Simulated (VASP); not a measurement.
A run of VASP 6.6.1 is set up as follows.

File INCAR:

```
SYSTEM = Ag2Sb
ALGO = Normal
EDIFF = 1E-6
ENCUT = 520
GGA = PE
ISIF = 2
ISMEAR = 0
LASPH = .TRUE.
LCHARG = .FALSE.
LREAL = .FALSE.
LWAVE = .FALSE.
NBANDS = 20
NELM = 100
PREC = Accurate
SIGMA = 0.1
```

KPOINTS

```
k-points
0
G
  12 12 16
  0 0 0
```

Contents of POSCAR:

```
Ag2Sb
1.0
    4.8980859381      0.0000000000      0.0000000000
   -2.4490429690      4.2418668523      0.0000000000
    0.0000000000      0.0000000000      3.1090151561
Ag Sb
2 1
Direct
    0.3333333333      0.6666666667      0.5000000000
    0.6666666667      0.3333333333      0.5000000000
    0.0000000000      0.0000000000      0.0000000000
```

Potentials or basis: VASP PAW PBE potentials, release 64 (Ag, Sb).

Launch:

```sh
$ cat potpaw_PBE.64/Ag/POTCAR potpaw_PBE.64/Sb/POTCAR > POTCAR
$ mpirun -np 1 vasp_std > vasp.out
```

(1) What does it give for the pressure?

## Answers

(1) -0.1 GPa.
